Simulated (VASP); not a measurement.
Si3NiO8 (a cell with a defect), 12 atoms in the cell. The cell holds a defect, 12 atoms: a = 4.599 Å, b = 4.599 Å, c = 6.130 Å, α = 90.00°, β = 90.00°, γ = 90.00°. 

* Program: VASP 6.6.1
* Task: single point
* Functional: r2SCAN
* Potentials or basis: VASP PAW PBE potentials, release 64 (Si, Ni, O)
* Cutoff: 520 eV
* k mesh: 3 × 3 × 2
* Occupations: fermi-dirac, width 0.05 eV
* Spin: collinear spin, ferromagnetic start
* Starting moments: [0.0, 0.0, 0.0, 1.23, 0.0, 0.0, 0.0, 0.0, 0.0, 0.0, 0.0, 0.0] μB
* Fixed moment: 1.23 μB
* Dipole correction: no
* Further INCAR settings: ALGO = Normal; EDIFF = 1e-06; NBANDS = 51

Potentials or basis: VASP PAW PBE potentials, release 64 (Si, Ni, O).

Run with:

```console
$ cat potpaw_PBE.64/Si/POTCAR potpaw_PBE.64/Ni/POTCAR potpaw_PBE.64/O/POTCAR > POTCAR
$ cp INCAR.step1 INCAR
$ mpirun -np 1 vasp_std > vasp.out
$ cp INCAR.step2 INCAR
$ mpirun -np 1 vasp_std > vasp.out
```

Hardware: 1 thread of Intel(R) Xeon(R) 6975P-C (Granite Rapids), on a shared host.

Task: How long does it take, and how much memory?

Result: Run time: 3.5 min on 1 thread of Intel(R) Xeon(R) 6975P-C (Granite Rapids), with other jobs on the host, peak memory 0.35 GiB. Counts: k points 8.
